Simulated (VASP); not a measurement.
A run of VASP 6.6.1:

INCAR

```
PREC = Accurate
ENCUT = 600
EDIFF = 1E-6
ISMEAR = 0
SIGMA = 0.01
LREAL = False
LASPH = True
NELM = 200
ALGO = Normal
ISIF = 2
LWAVE = False
LCHARG = True
LDAU = True
LDAUTYPE = 2
LDAUL = -1 1
LDAUU = 0 2.7
LDAUJ = 0 0
LDAUPRINT = 1
GGA = PE
LELF = True
LVHAR = True
NBANDS = 15
GGA_COMPAT = False
```

Contents of KPOINTS:

```
regular mesh
0
Gamma
  8 8 8
```

Contents of POSCAR:

```
KF
1.0
    0.0000000000      2.6544134050      2.6544134050
    2.6544134050      0.0000000000      2.6544134050
    2.6544134050      2.6544134050      0.0000000000
K F
1 1
Direct
    0.8500000000      0.8070000000      0.6360000000
    1.3500000000      1.3070000000      1.1360000000
```

Potentials or basis: VASP PAW PBE potentials, release 64 (K_sv, F).

The run is started by

```bash
$ cat potpaw_PBE.64/K_sv/POTCAR potpaw_PBE.64/F/POTCAR > POTCAR
$ mpirun -np 1 vasp_std > vasp.out
```

Hardware: 1 thread of Intel(R) Xeon(R) Platinum 8259CL CPU @ 2.50GHz (Skylake/Cascade Lake) (shared host).

Problem. Estimate the wall time of this run.

Solution. It took 19 s on 1 thread of Intel(R) Xeon(R) Platinum 8259CL CPU @ 2.50GHz (Skylake/Cascade Lake) (shared host), peak memory 0.17 GiB. Counts: scf iterations 13, k points 29.
